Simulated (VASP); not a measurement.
# BeTe3 (P1) in VASP: single point with PBE

Aim: the single point of BeTe3 with PBE.

All numbers are computed with VASP 6.6.1; they aren't measurements. Logs are shortened: lines on timing, memory, paths and dates and some standing lists are left out, and cuts for length are marked.

**1. The cell of the first run**

The typed cell holds 8 atoms: a = 5.697 Å, b = 5.746 Å, c = 8.206 Å, α = 80.30°, β = 87.75°, γ = 89.99°.

**2. Single point, PBE**

INCAR

```
SYSTEM = BeTe3
PREC = Accurate ; ENCUT = 520
EDIFF = 1E-6 ; ISMEAR = 0
SIGMA = 0.01 ; LREAL = .False.
LASPH = .True. ; NELM = 100
ALGO = Normal ; ISIF = 2
LWAVE = .False. ; LCHARG = .False.
GGA = PE ; NBANDS = 30
```

KPOINTS

```
Automatic mesh
0
Gamma
  6 6 6
  0 0 0
```

POSCAR

```
BeTe3
1.0
    5.6971667919     -0.0006554977      0.0043238472
    0.0011668478      5.7457373300      0.0024612202
    0.3159624444      1.3795544940      8.0832638324
Be Te
2 6
Direct
    0.9932397085      0.9999466506      0.0005177510
    0.4905307934      0.4972040356      0.9995045745
    0.2308708443      0.7701216016      0.8302390470
    0.7821489188      0.3179218842      0.8305247918
    0.7084760527      0.7311083204      0.1694693862
    0.2614928351      0.1792807544      0.1724322972
    0.9927277014      0.4267208169      0.3780019680
    0.5405131461      0.0776959363      0.6193101842
```

Potentials or basis: VASP PAW PBE potentials, release 64 (Be, Te).

The run is started by

```bash
cat potpaw_PBE.64/Be/POTCAR potpaw_PBE.64/Te/POTCAR > POTCAR
mpirun -np 1 vasp_std > vasp.out
```

OUTCAR:

```text
SYSTEM = BeTe3
   PREC = Accurate
   ENCUT = 520
   EDIFF = 1E-6
   ISMEAR = 0
   LREAL = .False.
   LASPH = .True.
   NELM = 100
   ISIF = 2
   GGA = PE

 ion  position               nearest neighbor table
   1  0.993  1.000  0.001-   4 2.45   3 2.45   5 2.46   6 2.46
   2  0.491  0.497  1.000-   3 2.45   6 2.46   4 2.46   5 2.46
   3  0.231  0.770  0.830-   1 2.45   2 2.45   8 2.82   4 3.64
   4  0.782  0.318  0.831-   1 2.45   2 2.46   8 2.79   3 3.64
   5  0.708  0.731  0.169-   1 2.46   2 2.46   7 2.80   6 3.62
   6  0.261  0.179  0.172-   2 2.46   1 2.46   7 2.80   5 3.62
   7  0.993  0.427  0.378-   6 2.80   5 2.80   8 3.58
   8  0.541  0.078  0.619-   4 2.79   3 2.82   7 3.58

  LATTYP: Found a triclinic cell.
 ALAT       =     8.2062267244
 B/A-ratio  =     0.7001680759
 C/A-ratio  =     0.6942494598
 COS(alpha) =     0.0000883489
 COS(beta)  =     0.0392309890
 COS(gamma) =     0.1685404345

  Lattice vectors:

 A1 = (  -0.3159624444,  -1.3795544940,  -8.0832638324)
 A2 = (  -0.0011668478,  -5.7457373300,  -0.0024612202)
 A3 = (  -5.6971667919,   0.0006554977,  -0.0043238472)

Analysis of symmetry for initial positions (statically):
=====================================================================
 Subroutine PRICEL returns:
 Original cell was already a primitive cell.

 Routine SETGRP: Setting up the symmetry group for a
 triclinic supercell.

 Subroutine GETGRP returns: Found  1 space group operations
 (whereof  1 operations were pure point group operations)
 out of a pool of  2 trial point group operations.

The static configuration has the point symmetry C_1 .

Analysis of symmetry for dynamics (positions and initial velocities):
=====================================================================
 Subroutine PRICEL returns:
 Original cell was already a primitive cell.

 Routine SETGRP: Setting up the symmetry group for a
 triclinic supercell.

 Subroutine GETGRP returns: Found  1 space group operations
 (whereof  1 operations were pure point group operations)
 out of a pool of  2 trial point group operations.

The dynamic configuration has the point symmetry C_1 .

 Subroutine INISYM returns: Found  1 space group operations
 (whereof  1 operations are pure point group operations),
 and found     1 'primitive' translations

----------------------------------------------------------------------------------------

                                     Primitive cell

  volume of cell :     264.5738

  direct lattice vectors                    reciprocal lattice vectors
     5.697166792 -0.000655498  0.004323847     0.175531042 -0.000032710 -0.006855658
     0.001166848  5.745737330  0.002461220     0.000042572  0.174054783 -0.029707246
     0.315962444  1.379554494  8.083263832    -0.000093907 -0.000052979  0.123725116

  length of vectors
     5.697168470  5.745737976  8.206226724     0.175664873  0.176571770  0.123725163

  position of ions in fractional coordinates (direct lattice)
     0.993239708  0.999946651  0.000517751
     0.490530793  0.497204036  0.999504575
     0.230870844  0.770121602  0.830239047
     0.782148919  0.317921884  0.830524792
     0.708476053  0.731108320  0.169469386
     0.261492835  0.179280754  0.172432297
     0.992727701  0.426720817  0.378001968
     0.540513146  0.077695936  0.619310184

  ion indices of the primitive-cell ions
   primitive index   ion index
                 1           1
                 2           2
                 3           3
                 4           4
                 5           5
                 6           6
                 7           7
                 8           8

----------------------------------------------------------------------------------------

 KPOINTS: Automatic mesh

Automatic generation of k-mesh.
 Grid dimensions read from file:
 generate k-points for:    6    6    6

 Generating k-lattice:

  Cartesian coordinates                     Fractional coordinates (reciprocal lattice)
     0.029255174 -0.000005452 -0.001142610     0.166666667  0.000000000  0.000000000
     0.000007095  0.029009131 -0.004951208    -0.000000000  0.166666667 -0.000000000
    -0.000015651 -0.000008830  0.020620853     0.000000000  0.000000000  0.166666667

  Length of vectors
     0.029277479  0.029428628  0.020620861

  Shift w.r.t. Gamma in fractional coordinates (k-lattice)
     0.000000000  0.000000000  0.000000000

 Subroutine IBZKPT returns following result:
 ===========================================

 Found    112 irreducible k-points:

 Following reciprocal coordinates:
            Coordinates               Weight
  0.000000  0.000000  0.000000      1.000000
  0.166667  0.000000 -0.000000      2.000000
  0.333333  0.000000  0.000000      2.000000
  0.500000  0.000000  0.000000      1.000000
  0.000000  0.166667 -0.000000      2.000000
  0.166667  0.166667 -0.000000      2.000000
[... 16 lines left out ...]
  0.333333 -0.000000  0.166667      2.000000
  0.500000 -0.000000  0.166667      2.000000
 [... further k-points ...]
   k-points           NKPTS =    112   k-points in BZ     NKDIM =    112   number of bands    NBANDS=     30
   number of dos      NEDOS =    301   number of ions     NIONS =      8
   total plane-waves  NPLWV = 129024
   dimension x,y,z NGX =    42 NGY =   48 NGZ =   64
   dimension x,y,z NGXF=    84 NGYF=   96 NGZF=  128
   ions per type =               2   6
   NGX,Y,Z   is equivalent  to a cutoff of  12.26, 13.89, 12.97 a.u.
   NGXF,Y,Z  is equivalent  to a cutoff of  24.51, 27.78, 25.93 a.u.
 SYSTEM =  BeTe3
   PREC   = accura    normal or accurate (medium, high low for compatibility)
   ISTART =      0    job   : 0-new  1-cont  2-samecut
   ICHARG =      2    charge: 1-file 2-atom 10-const
   ISPIN  =      1    spin polarized calculation?
   LNONCOLLINEAR =      F non collinear calculations
   LSORBIT =      F    spin-orbit coupling
   LASPH  =      T    aspherical Exc in radial PAW
   ENCUT  =  520.0 eV  38.22 Ry    6.18 a.u.  10.59 10.68 15.26*2*pi/ulx,y,z
   NELM   =    100;   NELMIN=  2; NELMDL= -5     # of ELM steps
   EDIFF  = 0.1E-05   stopping-criterion for ELM
   LREAL  =      F    real-space projection
   EDIFFG = 0.1E-04   stopping-criterion for IOM
   NSW    =      0    number of steps for IOM
   IBRION =     -1    ionic relax: 0-MD 1-quasi-New 2-CG
   NFREE  =      0    steps in history (QN), initial steepest desc. (CG)
   ISIF   =      2    stress and relaxation
   ISYM   =      2    0-nonsym 1-usesym 2-fastsym
   POTIM  = 0.5000    time-step for ionic-motion
   TEBEG  =    0.0;   TEEND  =   0.0 temperature during run
   PSTRESS=    0.0 pullay stress
   NELECT =      40.0000    total number of electrons
   NUPDOWN=      -1.0000    fix difference up-down
   EMIN   =  10.00;   EMAX   =-10.00  energy-range for DOS
   EFERMI =   0.00;   METHOD = LEGACY
   ISMEAR =     0;   SIGMA  =   0.01  broadening in eV -4-tet -1-fermi 0-gaus
   EFERMI_NEDOS =   21; number of points for ismear=-14 and -15
   IALGO  =     38    algorithm
   IMIX   =      4    mixing-type and parameters
     AMIX     =   0.40;   BMIX     =  1.00
     AMIX_MAG =   1.60;   BMIX_MAG =  1.00
  volume/ion in A,a.u.               =      33.07       223.18
  Fermi-wavevector in a.u.,A,eV,Ry     =   0.872126  1.648079 10.348641  0.760604
  Thomas-Fermi vector in A             =   1.991331
   LORBIT       =      0    0 simple, 1 ext, 2 COOP (PROOUT), +10 PAW based schemes
   GGA     = PE    functional components
   LHFCALC =     F    Hartree Fock is set to
   AEXX    =    0.0000 exact exchange contribution
   IVDW    =     0    specifies the selected vdW correction
   LEPSILON=     F    determine dielectric tensor
   LRPA    =     F    only Hartree local field effects (RPA)
 non-spin polarized calculation
 Gauss-broadening in eV      SIGMA  =   0.01
  energy-cutoff  :      520.00
  volume of cell :      264.57
 maximum number of plane-waves:      7149
   NGX = 21   NGY = 21   NGZ = 31

 number of electron      39.9999998 magnetization

 Free energy of the ion-electron system (eV)
  ---------------------------------------------------
  ext. energy  EPLUGINS =         0.00000000
  ---------------------------------------------------
  free energy    TOTEN  =       -27.20986013 eV

  energy without entropy =      -27.20986013  energy(sigma->0) =      -27.20986013

 E-fermi :   3.8170     XC(G=0):  -8.2295

 val. band max:        3.7501633240   @ k =   0.5000   0.5000   0.0000
 cond. band min:       3.9481611320   @ k =   0.0000  -0.0000   0.5000
 fundamental gap:      0.1979978080
 Fermi energy:         3.8170227196

 k-point     1 :       0.0000    0.0000    0.0000
  band No.  band energies     occupation
      1      -8.8518      2.00000
      2      -8.0896      2.00000
      3      -6.8163      2.00000
      4      -6.7507      2.00000
      5      -6.3589      2.00000
      6      -5.5244      2.00000
[... 22 lines left out ...]
     29       8.7572      0.00000
     30       9.0725      0.00000

 k-point     2 :       0.1667    0.0000   -0.0000
  band No.  band energies     occupation
      1      -8.7803      2.00000
      2      -8.0752      2.00000
      3      -6.9759      2.00000
      4      -6.8864      2.00000
      5      -6.2003      2.00000
      6      -5.4702      2.00000
[... 22 lines left out ...]
     29       8.7323      0.00000
     30       9.2211      0.00000

 k-point     3 :       0.3333    0.0000    0.0000
  band No.  band energies     occupation
      1      -8.5832      2.00000
      2      -8.0899      2.00000
      3      -7.2319      2.00000
      4      -7.1045      2.00000
      5      -5.9199      2.00000
      6      -5.4590      2.00000
[... 682 lines left out ...]
     29       8.6589      0.00000
     30       8.9575      0.00000

 k-point    24 :       0.5000   -0.0000    0.1667
  band No.  band energies     occupation
      1      -8.3720      2.00000
      2      -8.1990      2.00000
      3      -7.3334      2.00000
      4      -7.2491      2.00000
      5      -5.6912      2.00000
      6      -5.5389      2.00000
[... 22 lines left out ...]
     29       8.9721      0.00000
     30       9.0479      0.00000

 [... further k-points ...]
[... 5 lines left out ...]
  --------------------------------------------------------------------------------------
  -------------------------------------------------------------------------------------
  Total        0.0990589      0.0940871      0.1113672      0.0026026      0.0187239      0.0245894
  in kB        0.5998700      0.5697623      0.6744054      0.0157604      0.1133860      0.1489058
  external PRESSURE =       0.6146792 kB  Pullay stress =       0.0000000 kB

 VOLUME and BASIS-vectors are now :
 -----------------------------------------------------------------------------
  energy-cutoff  :      520.00
  volume of cell :      264.57
      direct lattice vectors                 reciprocal lattice vectors
     5.697166792 -0.000655498  0.004323847     0.175531042 -0.000032710 -0.006855658
     0.001166848  5.745737330  0.002461220     0.000042572  0.174054783 -0.029707246
     0.315962444  1.379554494  8.083263832    -0.000093907 -0.000052979  0.123725116

 POSITION                                       TOTAL-FORCE (eV/Angst)
 -----------------------------------------------------------------------------------
      5.65998      5.74549      0.01094        -0.000760      0.001954      0.001555
      3.11102      4.23535      8.08260         0.000510     -0.002428      0.001660
      1.57853      5.57013      6.71393        -0.006097     -0.004426     -0.004774
      4.71882      2.97194      6.71752         0.007006      0.008520     -0.001094
      4.09071      4.43408      1.37473        -0.011351      0.009516      0.003679
      1.54446      1.26781      1.39539         0.012450     -0.014156      0.002769
      5.77567      2.97265      3.06083        -0.002524      0.002937      0.015529
      3.27516      1.30044      5.00858         0.000766     -0.001917     -0.019323
 -----------------------------------------------------------------------------------
    total drift:                               -0.000113     -0.000366     -0.000248

  FREE ENERGIE OF THE ION-ELECTRON SYSTEM (eV)
  ---------------------------------------------------
  free  energy   TOTEN  =       -27.2098601266 eV

  energy  without entropy=      -27.2098601266  energy(sigma->0) =      -27.20986013
```

Wall time 6.4 min (1 thread of Intel Xeon 6975P-C (Granite Rapids), shared host); peak memory 0.81 GiB.

Results:

| Item | Value |
| --- | --- |
| Free energy | -27.2099 eV |
| Pressure | 0.1 GPa |
| Largest force | 0.019 eV/Å |
| Band gap on the k mesh | 0.20 eV, indirect (least direct gap 0.30 eV) |

Forces in eV/Å, atoms in the order of the input:
```
Be  -0.001  0.002  0.002
Be   0.001 -0.002  0.002
Te  -0.006 -0.004 -0.005
Te   0.007  0.009 -0.001
Te  -0.011  0.010  0.004
Te   0.012 -0.014  0.003
Te  -0.003  0.003  0.016
Te   0.001 -0.002 -0.019
```

Levels at points of the mesh, in eV from the valence-band top:
```tsv
k point	band 17	band 18	band 19	band 20	band 21	band 22	band 23	band 24
(0.00, 0.00, 0.00)	-1.30	-1.15	-0.26	-0.16	0.95	1.30	1.58	1.98
(0.50, 0.00, 0.00)	-1.40	-1.36	-0.75	-0.62	1.42	1.47	2.39	2.46
(0.00, 0.50, 0.00)	-1.53	-1.43	-0.84	-0.54	1.55	1.62	2.26	2.42
(0.50, 0.50, 0.00)	-0.91	-0.77	-0.11	0.00	0.81	1.00	2.24	2.32
(0.00, 0.00, 0.50)	-1.19	-0.65	-0.26	-0.10	0.20	1.18	1.56	1.84
(0.50, 0.00, 0.50)	-1.52	-1.47	-0.48	-0.46	1.63	1.79	2.49	2.53
(0.00, 0.50, 0.50)	-1.47	-1.23	-0.73	-0.39	1.36	1.53	2.43	2.54
(0.50, 0.50, 0.50)	-1.18	-1.07	-0.34	-0.22	1.41	1.60	2.25	2.41
```

Caveat: spin-orbit coupling is left out, which moves the levels of the heavy elements.
